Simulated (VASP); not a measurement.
A run of VASP 6.6.1 is set up as follows.

File INCAR:

```
SYSTEM = Be
AGGAC = 1.0
AGGAX = 1.0
ALDAC = 0.0
ALDAX = 1.0
ALGO = Normal
EDIFF = 1E-6
ENCUT = 520
GGA = B5
ISIF = 2
ISMEAR = -1
LASPH = .TRUE.
LCHARG = .FALSE.
LREAL = .FALSE.
LWAVE = .FALSE.
NBANDS = 9
NELM = 80
PREC = Accurate
SIGMA = 0.1
```

Contents of KPOINTS:

```
k-points
0
G
  12 12 12
  0 0 0
```

POSCAR

```
Be
1.0
    0.0000000000      2.5503251831      2.5503251831
    2.5503251831      0.0000000000      2.5503251831
    2.5503251831      2.5503251831      0.0000000000
Be
2
Direct
    0.1250000000      0.1250000000      0.1250000000
    0.8750000000      0.8750000000      0.8750000000
```

Potentials or basis: VASP PAW PBE potentials, release 64 (Be).

Command:

```sh
$ cat potpaw_PBE.64/Be/POTCAR > POTCAR
$ mpirun -np 1 vasp_std > vasp.out
```

Predict the pressure.

-2.6 GPa.

Estimate the band gap on the k mesh.

zero (band 2 reaches 5.77 eV, above the bottom of band 3 at 0.57 eV).

Caveat: the PAW data sets were made with another functional, which shifts forces and pressure a little.
